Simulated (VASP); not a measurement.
Wanted: the native input for a VASP 6.6.1 run.

- Task: relaxation of the atoms
- Functional: PBEsol
- Potentials or basis: VASP PAW PBE potentials, release 64 (N, Ti_sv, B)
- Cutoff: 520 eV
- k mesh: 12 × 12 × 1
- Occupations: gaussian, width 0.1 eV
- Spin: no spin polarisation
- Dipole correction: yes
- Atoms held fixed (from 0): [0, 1, 5, 6]
- Further INCAR settings: ALGO = Fast; EDIFF = 1e-06; IBRION = 2; EDIFFG = -0.03; NSW = 90

The structure of Ti4BN5 lies in POSCAR:

```
Ti4BN5
1.0
    2.9726300482      0.0000000000      0.0000000000
   -1.4863150241      2.5743731378      0.0000000000
    0.0000000000      0.0000000000     28.7085690827
N Ti B
5 4 1
Selective dynamics
Direct
    0.3333333333      0.6666666667      0.2960788459  F F F
    0.0000000000      0.0000000000      0.3806230202  F F F
    0.6666666667      0.3333333333      0.4652724040  T T T
    0.3333333333      0.6666666667      0.5473738741  T T T
    0.0000000000      0.0000000000      0.6269572346  T T T
    0.6666666667      0.3333333333      0.3383509330  F F F
    0.3333333333      0.6666666667      0.4228951074  F F F
    0.0000000000      0.0000000000      0.5080888438  T T T
    0.6666666667      0.3333333333      0.5997961546  T T T
    0.0000000000      0.0000000000      0.6812964110  T T T
```

These files were run (other wordings do the same):

INCAR

```
ALGO = Fast ; DIPOL = 0.5 0.5 0.487
EDIFF = 1E-6 ; EDIFFG = -0.03
ENCUT = 520 ; GGA = PS
IBRION = 2 ; IDIPOL = 3
ISIF = 2 ; ISMEAR = 0
KPAR = 4 ; LASPH = T
LCHARG = F ; LDIPOL = T
LREAL = F ; LWAVE = F
NELM = 60 ; NSW = 90
PREC = Accurate ; SIGMA = 0.1
```

KPOINTS

```
k-points
0
Gamma
  12 12 1
```

Potentials or basis: VASP PAW PBE potentials, release 64 (N, Ti_sv, B).

The run is started by

```sh
$ cat potpaw_PBE.64/N/POTCAR potpaw_PBE.64/Ti_sv/POTCAR potpaw_PBE.64/B/POTCAR > POTCAR
$ mpirun -np 4 vasp_std > vasp.out
```

It gave:

* Energy gained by relaxing: 129.4 meV/atom
* Ionic steps: 21
* Band gap on the k mesh: zero (bands 38 and 39 overlap by 0.70 eV)

Run time: 46 min on 4 MPI ranks on Oxide Virtual Turin-like Processor, with other jobs on the host, peak memory 0.46 GiB a rank.
